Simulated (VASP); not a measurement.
Input of a VASP 6.6.1 run:

Contents of POSCAR:

```
Al
1.0
    2.8081027812      0.0000000000      0.0000000000
   -1.4040513906      2.4318883449      0.0000000000
    0.0000000000      0.0000000000      9.1243402522
Al
4
Direct
    0.6666666667      0.3333333333      0.7500000000
    0.0000000000      0.0000000000      0.5000000000
    0.3333333333      0.6666666667      0.2500000000
    0.0000000000      0.0000000000      0.0000000000
```

INCAR.step1

```
PREC     = Accurate       # precision mode
ENCUT    = 520            # plane-wave cutoff, eV
ISMEAR   = -1             # smearing method
SIGMA    = 0.05           # smearing width, eV
LREAL    = F              # projectors in reciprocal space
LASPH    = T              # aspherical terms in the spheres
NELM     = 60             # most SCF steps
NBANDS   = 14             # bands
GGA      = PE             # functional
ALGO     = Normal         # electronic algorithm
EDIFF    = 1E-4           # SCF threshold, eV
LWAVE    = T              # write WAVECAR
LCHARG   = F              # write CHGCAR
```

Contents of INCAR.step2:

```
PREC     = Accurate       # precision mode
ENCUT    = 520            # plane-wave cutoff, eV
EDIFF    = 1E-6           # SCF threshold, eV
ISMEAR   = -1             # smearing method
SIGMA    = 0.05           # smearing width, eV
LREAL    = F              # projectors in reciprocal space
LASPH    = T              # aspherical terms in the spheres
NELM     = 60             # most SCF steps
ALGO     = Normal         # electronic algorithm
ISIF     = 2              # what is computed and relaxed
LWAVE    = F              # write WAVECAR
LCHARG   = T              # write CHGCAR
METAGGA  = R2SCAN         # meta-GGA
LMIXTAU  = T            
LELF     = T              # ELF
LVHAR    = T            
NBANDS   = 14             # bands
ISTART   = 1
```

KPOINTS

```
regular mesh
0
Gamma
  11 11 3
```

Potentials or basis: VASP PAW PBE potentials, release 64 (Al).

Launch:

```bash
$ cat potpaw_PBE.64/Al/POTCAR > POTCAR
$ cp INCAR.step1 INCAR
$ mpirun -np 1 vasp_std > vasp.out
$ cp INCAR.step2 INCAR
$ mpirun -np 1 vasp_std > vasp.out
```

**Question.** What does it give for the band gap on the k mesh?

**Answer.** Zero (band 6 reaches 12.92 eV, above the bottom of band 7 at 6.65 eV).

**Question.** What does it give for the pressure?

**Answer.** 2.1 GPa.

Stress tensor (GPa, compression positive):
```
1.31 0.00 0.00
0.00 1.31 0.00
0.00 0.00 3.60
```

Caveat: the PAW data sets were made with another functional, which shifts forces and pressure a little.
